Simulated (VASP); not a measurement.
# W (Pm-3m) in VASP: a series of runs

Aim: see how the results for W move with the level of theory and the settings. Levels: LDA+U, LDA. Tasks: single point, relaxation of cell and atoms.

Everything below comes from runs of VASP 6.6.1. Logs are shortened: lines on timing, memory, paths and dates and some standing lists are left out, and cuts for length are marked.

## 1. The cell of the first run

The structure is cubic, space group Pm-3m (No. 221). Conventional cell: a = 2.595 Å, b = 2.595 Å, c = 2.595 Å, α = 90.00°, β = 90.00°, γ = 90.00°. W (site symmetry m-3m) has 6 W at 2.60 Å within 3.4 Å.

## 2. Single point, LDA+U

Contents of INCAR:

```
  ALGO = Normal
  EDIFF = 1E-6
  ENCUT = 520
  ISIF = 2
  ISMEAR = -1
  LASPH = True
  LCHARG = True
  LDAU = True
  LDAUJ = 0
  LDAUL = 2
  LDAUPRINT = 1
  LDAUTYPE = 2
  LDAUU = 4
  LELF = True
  LMAXMIX = 4
  LREAL = False
  LVHAR = True
  LWAVE = False
  NBANDS = 13
  NELM = 150
  PREC = Accurate
  SIGMA = 0.08
```

Contents of KPOINTS:

```
k-points
0
Gamma
  15 15 15
```

Contents of POSCAR:

```
W
1.0
    2.5954848852      0.0000000000      0.0000000000
    0.0000000000      2.5954848852      0.0000000000
    0.0000000000      0.0000000000      2.5954848852
W
1
Direct
    0.0000000000      0.0000000000      0.0000000000
```

Potentials or basis: VASP PAW LDA potentials, release 64 (W_sv).

Run with:

```console
cat potpaw_LDA.64/W_sv/POTCAR > POTCAR
mpirun -np 1 vasp_std > vasp.out
```

OUTCAR:

```text
EDIFF = 1E-6
   ENCUT = 520
   ISIF = 2
   ISMEAR = -1
   LASPH = True
   LREAL = False
   NELM = 150
   PREC = Accurate

 ion  position               nearest neighbor table
   1  0.000  0.000  0.000-

  LATTYP: Found a simple cubic cell.
 ALAT       =     2.5954848852

  Lattice vectors:

 A1 = (   2.5954848852,   0.0000000000,   0.0000000000)
 A2 = (   0.0000000000,   2.5954848852,   0.0000000000)
 A3 = (   0.0000000000,   0.0000000000,   2.5954848852)

Analysis of symmetry for initial positions (statically):
=====================================================================
 Subroutine PRICEL returns:
 Original cell was already a primitive cell.

 Routine SETGRP: Setting up the symmetry group for a
 simple cubic supercell.

 Subroutine GETGRP returns: Found 48 space group operations
 (whereof 48 operations were pure point group operations)
 out of a pool of 48 trial point group operations.

The static configuration has the point symmetry O_h .

Analysis of symmetry for dynamics (positions and initial velocities):
=====================================================================
 Subroutine PRICEL returns:
 Original cell was already a primitive cell.

 Routine SETGRP: Setting up the symmetry group for a
 simple cubic supercell.

 Subroutine GETGRP returns: Found 48 space group operations
 (whereof 48 operations were pure point group operations)
 out of a pool of 48 trial point group operations.

The dynamic configuration has the point symmetry O_h .

 Subroutine INISYM returns: Found 48 space group operations
 (whereof 48 operations are pure point group operations),
 and found     1 'primitive' translations

----------------------------------------------------------------------------------------

                                     Primitive cell

  volume of cell :      17.4846

  direct lattice vectors                    reciprocal lattice vectors
     2.595484885  0.000000000  0.000000000     0.385284463  0.000000000  0.000000000
     0.000000000  2.595484885  0.000000000     0.000000000  0.385284463  0.000000000
     0.000000000  0.000000000  2.595484885     0.000000000  0.000000000  0.385284463

  length of vectors
     2.595484885  2.595484885  2.595484885     0.385284463  0.385284463  0.385284463

  position of ions in fractional coordinates (direct lattice)
     0.000000000  0.000000000  0.000000000

  ion indices of the primitive-cell ions
   primitive index   ion index
                 1           1

----------------------------------------------------------------------------------------

 KPOINTS: k-points

Automatic generation of k-mesh.
 Grid dimensions read from file:
 generate k-points for:   15   15   15

 Generating k-lattice:

  Cartesian coordinates                     Fractional coordinates (reciprocal lattice)
     0.025685631  0.000000000  0.000000000     0.066666667  0.000000000  0.000000000
     0.000000000  0.025685631  0.000000000     0.000000000  0.066666667  0.000000000
     0.000000000  0.000000000  0.025685631     0.000000000  0.000000000  0.066666667

  Length of vectors
     0.025685631  0.025685631  0.025685631

  Shift w.r.t. Gamma in fractional coordinates (k-lattice)
     0.000000000  0.000000000  0.000000000

 Subroutine IBZKPT returns following result:
 ===========================================

 Found    120 irreducible k-points:

 Following reciprocal coordinates:
            Coordinates               Weight
  0.000000  0.000000  0.000000      1.000000
  0.066667  0.000000  0.000000      6.000000
  0.133333  0.000000  0.000000      6.000000
  0.200000  0.000000  0.000000      6.000000
  0.266667  0.000000  0.000000      6.000000
  0.333333  0.000000  0.000000      6.000000
[... 16 lines left out ...]
  0.266667  0.200000  0.000000     24.000000
  0.333333  0.200000  0.000000     24.000000
 [... further k-points ...]
   k-points           NKPTS =    120   k-points in BZ     NKDIM =    120   number of bands    NBANDS=     13
   number of dos      NEDOS =    301   number of ions     NIONS =      1
   total plane-waves  NPLWV =   8000
   dimension x,y,z NGX =    20 NGY =   20 NGZ =   20
   dimension x,y,z NGXF=    40 NGYF=   40 NGZF=   40
   ions per type =               1
   NGX,Y,Z   is equivalent  to a cutoff of  12.81, 12.81, 12.81 a.u.
   NGXF,Y,Z  is equivalent  to a cutoff of  25.62, 25.62, 25.62 a.u.
 SYSTEM =  unknown system
   PREC   = accura    normal or accurate (medium, high low for compatibility)
   ISTART =      0    job   : 0-new  1-cont  2-samecut
   ICHARG =      2    charge: 1-file 2-atom 10-const
   ISPIN  =      1    spin polarized calculation?
   LNONCOLLINEAR =      F non collinear calculations
   LSORBIT =      F    spin-orbit coupling
   LASPH  =      T    aspherical Exc in radial PAW
   ENCUT  =  520.0 eV  38.22 Ry    6.18 a.u.   4.83  4.83  4.83*2*pi/ulx,y,z
   NELM   =    150;   NELMIN=  2; NELMDL= -5     # of ELM steps
   EDIFF  = 0.1E-05   stopping-criterion for ELM
   LREAL  =      F    real-space projection
   EDIFFG = 0.1E-04   stopping-criterion for IOM
   NSW    =      0    number of steps for IOM
   IBRION =     -1    ionic relax: 0-MD 1-quasi-New 2-CG
   NFREE  =      0    steps in history (QN), initial steepest desc. (CG)
   ISIF   =      2    stress and relaxation
   ISYM   =      2    0-nonsym 1-usesym 2-fastsym
   POTIM  = 0.5000    time-step for ionic-motion
   TEBEG  =    0.0;   TEEND  =   0.0 temperature during run
   PSTRESS=    0.0 pullay stress
   NELECT =      14.0000    total number of electrons
   NUPDOWN=      -1.0000    fix difference up-down
   EMIN   =  10.00;   EMAX   =-10.00  energy-range for DOS
   EFERMI =   0.00;   METHOD = LEGACY
   ISMEAR =    -1;   SIGMA  =   0.08  broadening in eV -4-tet -1-fermi 0-gaus
   EFERMI_NEDOS =   21; number of points for ismear=-14 and -15
   IALGO  =     38    algorithm
   IMIX   =      4    mixing-type and parameters
     AMIX     =   0.40;   BMIX     =  1.00
     AMIX_MAG =   1.60;   BMIX_MAG =  1.00
  volume/ion in A,a.u.               =      17.48       117.99
  Fermi-wavevector in a.u.,A,eV,Ry     =   1.520194  2.872750 31.442924  2.310990
  Thomas-Fermi vector in A             =   2.629078
   LORBIT       =      0    0 simple, 1 ext, 2 COOP (PROOUT), +10 PAW based schemes
 LDA+U is selected, type is set to LDAUTYPE =  2
   angular momentum for each species LDAUL =     2
   U (eV)           for each species LDAUU =   4.0
   J (eV)           for each species LDAUJ =   0.0
   GGA     = CA    functional components
   LHFCALC =     F    Hartree Fock is set to
   AEXX    =    0.0000 exact exchange contribution
   IVDW    =     0    specifies the selected vdW correction
   LEPSILON=     F    determine dielectric tensor
   LRPA    =     F    only Hartree local field effects (RPA)
 non-spin polarized calculation
  energy-cutoff  :      520.00
  volume of cell :       17.48
 maximum number of plane-waves:       487
 NGX is ok and might be reduce to    20
   NGX =  9   NGY =  9   NGZ =  9

atom =   1  type =  1  l = 2

 onsite density matrix

spin component  1

  0.2546  0.0000 -0.0000 -0.0000  0.0000
  0.0000  0.2546 -0.0000 -0.0000 -0.0000
 -0.0000 -0.0000  0.4968  0.0000 -0.0000
 -0.0000 -0.0000  0.0000  0.2546  0.0000
  0.0000 -0.0000 -0.0000  0.0000  0.4968

spin component  2

  0.2546  0.0000 -0.0000 -0.0000  0.0000
  0.0000  0.2546 -0.0000 -0.0000 -0.0000
 -0.0000 -0.0000  0.4968  0.0000 -0.0000
 -0.0000 -0.0000  0.0000  0.2546  0.0000
  0.0000 -0.0000 -0.0000  0.0000  0.4968

 occupancies and eigenvectors

  o =  0.2546  v =  1.0000  0.0000  0.0000  0.0000  0.0000  0.0000  0.0000  0.0000  0.0000  0.0000      0.0000  0.0000  0.0000  0.0000  0.0000  0.0000  0.0000  0.0000  0.0000  0.0000
  o =  0.2546  v =  0.0000  0.0000  0.0000  0.0000  0.0000  1.0000  0.0000  0.0000  0.0000  0.0000      0.0000  0.0000  0.0000  0.0000  0.0000  0.0000  0.0000  0.0000  0.0000  0.0000
  o =  0.2546  v =  0.0000 -0.2437  0.0000 -0.9698 -0.0000  0.0000  0.0000  0.0000  0.0000  0.0000      0.0000  0.0000  0.0000  0.0000  0.0000  0.0000  0.0000  0.0000  0.0000  0.0000
  o =  0.2546  v =  0.0000  0.0000  0.0000  0.0000  0.0000  0.0000 -0.2437  0.0000 -0.9698 -0.0000      0.0000  0.0000  0.0000  0.0000  0.0000  0.0000  0.0000  0.0000  0.0000  0.0000
  o =  0.2546  v =  0.0000 -0.9698 -0.0000  0.2437 -0.0000  0.0000  0.0000  0.0000  0.0000  0.0000      0.0000  0.0000  0.0000  0.0000  0.0000  0.0000  0.0000  0.0000  0.0000  0.0000
  o =  0.2546  v =  0.0000  0.0000  0.0000  0.0000  0.0000  0.0000 -0.9698 -0.0000  0.2437 -0.0000      0.0000  0.0000  0.0000  0.0000  0.0000  0.0000  0.0000  0.0000  0.0000  0.0000
  o =  0.4968  v =  0.0000  0.0000 -0.0980 -0.0000  0.9952  0.0000  0.0000  0.0000  0.0000  0.0000      0.0000  0.0000  0.0000  0.0000  0.0000  0.0000  0.0000  0.0000  0.0000  0.0000
  o =  0.4968  v =  0.0000  0.0000  0.0000  0.0000  0.0000  0.0000  0.0000 -0.0980 -0.0000  0.9952      0.0000  0.0000  0.0000  0.0000  0.0000  0.0000  0.0000  0.0000  0.0000  0.0000
  o =  0.4968  v =  0.0000  0.0000  0.0000  0.0000  0.0000  0.0000 -0.0000  0.9952  0.0000  0.0980      0.0000  0.0000  0.0000  0.0000  0.0000  0.0000  0.0000  0.0000  0.0000  0.0000
  o =  0.4968  v =  0.0000 -0.0000  0.9952  0.0000  0.0980  0.0000  0.0000  0.0000  0.0000  0.0000      0.0000  0.0000  0.0000  0.0000  0.0000  0.0000  0.0000  0.0000  0.0000  0.0000

 number of electron      14.0000004 magnetization

 Free energy of the ion-electron system (eV)
  ---------------------------------------------------
  ext. energy  EPLUGINS =         0.00000000
  ---------------------------------------------------
  free energy    TOTEN  =        -8.28739417 eV

  energy without entropy =       -8.27113117  energy(sigma->0) =       -8.27926267

 E-fermi :  10.1826     XC(G=0): -13.1528

 val. band max:       10.1741693989   @ k =   0.3333   0.3333   0.2000
 cond. band min:      10.2118188250   @ k =   0.3333   0.2667   0.2000
 fundamental gap:      0.0376494260
 Fermi energy:        10.1826084158

 k-point     1 :       0.0000    0.0000    0.0000
  band No.  band energies     occupation
      1     -63.9412      2.00000
      2     -27.7124      2.00000
      3     -27.7124      2.00000
      4     -27.7124      2.00000
      5       1.1072      2.00000
      6       5.2342      2.00000
      7       5.2342      2.00000
      8      15.6219      0.00000
      9      15.6219      0.00000
     10      15.6219      0.00000
     11      24.9070      0.00000
     12      24.9070      0.00000
     13      24.9070      0.00000
[... 353 lines left out ...]
 k-point    24 :       0.3333    0.2000    0.0000
  band No.  band energies     occupation
      1     -63.8124      2.00000
      2     -28.7757      2.00000
      3     -28.1292      2.00000
      4     -27.5663      2.00000
      5       4.6902      2.00000
      6       6.9091      2.00000
      7       8.5269      2.00000
      8      11.5115      0.00000
      9      12.5190      0.00000
     10      14.3383      0.00000
     11      20.2628      0.00000
     12      24.8413      0.00000
     13      27.3181      0.00000

 [... further k-points ...]
[... 5 lines left out ...]
  --------------------------------------------------------------------------------------
  -------------------------------------------------------------------------------------
  Total        1.1606129      1.1606129      1.1606129     -0.0000000     -0.0000000      0.0000000
  in kB      106.3512161    106.3512161    106.3512161     -0.0000000     -0.0000000      0.0000000
  external PRESSURE =     106.3512161 kB  Pullay stress =       0.0000000 kB

 VOLUME and BASIS-vectors are now :
 -----------------------------------------------------------------------------
  energy-cutoff  :      520.00
  volume of cell :       17.48
      direct lattice vectors                 reciprocal lattice vectors
     2.595484885  0.000000000  0.000000000     0.385284463  0.000000000  0.000000000
     0.000000000  2.595484885  0.000000000     0.000000000  0.385284463  0.000000000
     0.000000000  0.000000000  2.595484885     0.000000000  0.000000000  0.385284463

 POSITION                                       TOTAL-FORCE (eV/Angst)
 -----------------------------------------------------------------------------------
      0.00000      0.00000      0.00000         0.000000      0.000000      0.000000
 -----------------------------------------------------------------------------------
    total drift:                               -0.000000     -0.000000     -0.000000

  FREE ENERGIE OF THE ION-ELECTRON SYSTEM (eV)
  ---------------------------------------------------
  free  energy   TOTEN  =        -8.2873941664 eV

  energy  without entropy=       -8.2711311675  energy(sigma->0) =       -8.27926267
```

It took 14 s on 1 thread of AMD EPYC 7R43 (Zen 3), shared host; peak memory 0.1 GiB.

Results:

```
Free energy            : -8.2874 eV
Pressure               : 10.6 GPa
Band gap on the k mesh : zero (band 7 reaches 12.47 eV, above the bottom of band 8 at 9.22 eV)
```

Eigenvalues of the final occupation matrices:
| site | spin | trace | eigenvalues |
| --- | --- | --- | --- |
| site 1 d | 1 | 1.76 | 0.25 0.25 0.25 0.50 0.50 |
| site 1 d | 2 | 1.76 | 0.25 0.25 0.25 0.50 0.50 |

Caveat: spin-orbit coupling is left out, which moves the levels of the heavy elements; U without spin polarisation on a metal has little footing; the U is typed as a test and isn't derived for this compound.

(Continued in part 2 of 2.)
